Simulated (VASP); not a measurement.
Runs of VASP 6.6.1 on Os. The structure is that of space group Fd-3m (No. 227), or close to it. The cells are those of the table. 

| task | potentials or basis | cell | cutoff (eV) | second run | gap on the mesh (eV) | pressure (GPa) | relaxed volume (Å³/atom) |
| --- | --- | --- | --- | --- | --- | --- | --- |
| relaxation of cell and atoms | VASP PAW PBE potentials, release 64 (Os_sv_GW) | relaxed from a = 3.719 Å, angles 60.0°, 2 atoms | 500 | valence_matched | none | 0.0 | (a) |
| single point | VASP PAW PBE potentials, release 64 (Os) | a = 3.928 Å, angles 60.0°, 2 atoms | 520 | - | none | (b) | - |
| single point | VASP PAW PBE potentials, release 64 (Os_sv_GW) | a = 3.928 Å, angles 60.0°, 2 atoms | 500 | valence_matched | none | -1.6 | - |
| relaxation of cell and atoms | VASP PAW PBE potentials, release 64 (Os) | relaxed from a = 3.928 Å, angles 60.0°, 2 atoms | 600 | - | none | 0.0 | 21.32 |
| relaxation of cell and atoms | VASP PAW PBE potentials, release 64 (Os) | relaxed from a = 3.719 Å, angles 60.0°, 2 atoms | 600 | - | none | 0.1 | 21.31 |

Alike in all rows: level PBE; no spin polarisation; k mesh 7 × 7 × 7; smearing fermi-dirac 0.05 eV.

Question: Fill in the values left out.

Answer: (a) 21.29; (b) -1.2.

Caveats: spin-orbit coupling is left out, which moves the levels of the heavy elements; the volume moved by over 15 % at a fixed basis, so the end points are rough (some runs).

A k mesh can miss the band edges, and the runs leave out spin-orbit coupling on Os.

A gap of «none» marks levels without a gap at the run's occupations.

The runs don't all hold the same shells in valence.
